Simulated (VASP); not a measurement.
Input of a VASP 6.6.1 run:

INCAR

```
SYSTEM = GaSb
PREC = Accurate
ENCUT = 500
EDIFF = 1E-6
ISMEAR = -1
SIGMA = 0.1
LREAL = .False.
LASPH = .True.
NELM = 120
ALGO = Normal
ISIF = 2
LWAVE = .False.
LCHARG = .False.
GGA = PS
NBANDS = 16
GGA_COMPAT = .False.
```

The input KPOINTS:

```
Automatic mesh
0
Gamma
  5 5 5
  0 0 0
```

File POSCAR:

```
GaSb
1.0
   -2.7534340000      2.7534340000      1.5907070000
    2.7534340000     -2.7534340000      1.5907070000
    2.7534340000      2.7534340000     -1.5907070000
Ga Sb
1 1
Direct
    0.7500000000      0.2500000000      0.5000000000
    0.0000000000      0.0000000000      0.0000000000
```

Potentials or basis: VASP PAW PBE potentials, release 64 (Ga_d, Sb).

Run with:

```sh
$ cat potpaw_PBE.64/Ga_d/POTCAR potpaw_PBE.64/Sb/POTCAR > POTCAR
$ mpirun -np 1 vasp_std > vasp.out
```

Q: What does it give for the pressure?

A: -2.7 GPa.

Q: Predict the band gap on the k mesh.

A: Zero (bands 9 and 10 overlap by 2.67 eV).

Stress tensor (GPa, compression positive):
```
-2.84  0.00  0.00
 0.00 -2.84  0.00
 0.00  0.00 -2.45
```

Caveat: the k points lie up to 0.46 Å⁻¹ apart, too coarse for converged energies and pressures of a metal; the PAW data sets were made with another functional, which shifts forces and pressure a little; spin-orbit coupling is left out, which moves the levels of the heavy elements.
